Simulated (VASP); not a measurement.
Set up this calculation in VASP 6.6.1, as the native input.

```
Task                   : single point
Functional             : PBEsol
Potentials or basis    : VASP PAW PBE potentials, release 64 (Na_pv, Cl)
Cutoff                 : 500 eV
k mesh                 : 8 × 8 × 8
Occupations            : gaussian, width 0.02 eV
Spin                   : no spin polarisation
Dipole correction      : no
Further INCAR settings : ALGO = Normal; EDIFF = 1e-06; NBANDS = 14
```

The structure of NaCl lies in POSCAR:

```
NaCl
1.0
    0.0000000000      2.8008968234      2.8008968234
    2.8008968234      0.0000000000      2.8008968234
    2.8008968234      2.8008968234      0.0000000000
Na Cl
1 1
Direct
    0.0000000000      0.0000000000      0.0000000000
    0.5000000000      0.5000000000      0.5000000000
```

These files were run (other wordings do the same):

INCAR

```
SYSTEM = NaCl
ALGO = Normal ; EDIFF = 1E-6
ENCUT = 500 ; GGA = PS
GGA_COMPAT = .False. ; ISIF = 2
ISMEAR = 0 ; LASPH = .True.
LCHARG = .False. ; LREAL = .False.
LWAVE = .False. ; NBANDS = 14
NELM = 120 ; PREC = Accurate
SIGMA = 0.02
```

KPOINTS

```
k-points
0
Gamma
  8 8 8
  0 0 0
```

Potentials or basis: VASP PAW PBE potentials, release 64 (Na_pv, Cl).

Command:

```sh
$ cat potpaw_PBE.64/Na_pv/POTCAR potpaw_PBE.64/Cl/POTCAR > POTCAR
$ mpirun -np 1 vasp_std > vasp.out
```

It gave:

```
Pressure               : 0.0 GPa
Band gap on the k mesh : 5.01 eV
```

Caveat: the PAW data sets were made with another functional, which shifts forces and pressure a little.

Wall time 24 s on 1 thread of Intel Xeon 8259CL, on a shared host, peak memory 0.16 GiB.
